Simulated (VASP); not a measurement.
Runs of VASP 6.6.1 on AgCl. The structure is that of space group I4/mmm (No. 139), or close to it. The cells are those of the table. 

```tsv
cell	gap on the mesh (eV)	pressure (GPa)
a = 4.076, b = 4.076, c = 3.691 Å, angles 63.1, 63.1, 53.8°, 2 atoms	0.47	4.5
a = 3.874, b = 3.874, c = 4.032 Å, angles 58.6, 58.6, 62.7°, 2 atoms	0.73	(c)
a = 3.994, b = 3.994, c = 3.799 Å, angles 61.6, 61.6, 56.8°, 2 atoms	(a)	2.3
a = 3.897, b = 3.897, c = 3.976 Å, angles 59.3, 59.3, 61.3°, 2 atoms	0.80	1.6
a = 4.167, b = 4.167, c = 3.593 Å, angles 64.5, 64.5, 51.1°, 2 atoms	0.33	(b)
a = 3.821, b = 3.821, c = 4.260 Å, angles 56.1, 56.1, 67.8°, 2 atoms	0.97	8.1
a = 4.367, b = 4.367, c = 3.426 Å, angles 66.9, 66.9, 46.2°, 2 atoms	0.10	17.0
a = 3.842, b = 3.842, c = 4.140 Å, angles 57.4, 57.4, 65.2°, 2 atoms	0.74	4.1
```

Alike in all rows: task single point; level PBE; potentials or basis VASP PAW PBE potentials, release 64 (Ag, Cl); no spin polarisation; k mesh 10 × 10 × 10; cutoff (eV) 520; smearing gaussian 0.05 eV.

Task: Estimate the missing entries.

Result: (a) 0.65; (b) 7.8; (c) 2.1.

Caveats: semilocal functionals underestimate gaps, and a narrow one can read as zero (at least some runs); the stress differs along the axes, from 0 to 7 GPa (at least some runs); the stress differs along the axes, from 0 to 12 GPa (at least some runs); the stress differs along the axes, from 3 to 18 GPa (at least some runs); the stress differs along the axes, from 0 to 25 GPa (at least some runs); the stress differs along the axes, from 2 to 8 GPa (at least some runs).

A k mesh can miss the band edges, and the runs leave out spin-orbit coupling on Ag.
